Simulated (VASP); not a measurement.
LiF: single point with PBEsol

The system is LiF.

```xyz
2
Lattice="2.0240 2.0240 0.0000 -2.0240 2.0240 0.0000 0.0000 2.0240 1.9898" Properties=species:S:1:pos:R:3 pbc="T T T"
Li    0.0000    0.0000    0.0000
F     0.0000    2.0240    0.0000
```

This cell differs from its parent crystal: in-plane strain +0.01, then relaxed in part.

```
Program             : VASP 6.6.1
Task                : single point
Functional          : PBEsol
Potentials or basis : VASP PAW PBE potentials, release 64 (Li_sv, F)
Cutoff              : 750 eV
k mesh              : 10 × 10 × 10
Occupations         : gaussian, width 0.01 eV
Spin                : no spin polarisation
```

| Item | Value |
| --- | --- |
| Pressure | -1.3 GPa |
| Band gap on the k mesh | 8.91 eV |

Stress tensor (GPa, compression positive):
```
-1.72  0.00  0.00
 0.00 -1.72  0.00
 0.00  0.00 -0.36
```

Levels at points of the mesh, in eV from the valence-band top:
```tsv
k point	band 1	band 2	band 3	band 4	band 5	band 6	band 7	band 8	band 9	band 10
(0.00, 0.00, 0.00)	-40.20	-19.88	-0.04	0.00	0.00	8.91	23.72	23.72	24.08	24.08
(0.50, 0.00, 0.00)	-40.14	-19.44	-2.58	-0.26	-0.23	10.58	16.55	18.60	18.91	30.17
(0.50, 0.50, 0.00)	-40.12	-19.17	-3.09	-1.07	-0.96	14.54	16.28	17.32	20.05	20.32
(0.00, 0.00, 0.50)	-40.12	-19.15	-3.07	-1.06	-1.06	14.85	16.04	17.35	19.94	19.94
```

Run time: 48 s on 1 thread of Intel Xeon 8259CL, on a shared host, peak memory 0.17 GiB.

Caveat: the cell differs from its parent crystal (in-plane strain +0.01, then relaxed in part); the PAW data sets were made with another functional, which shifts forces and pressure a little. A k mesh can miss the band edges.
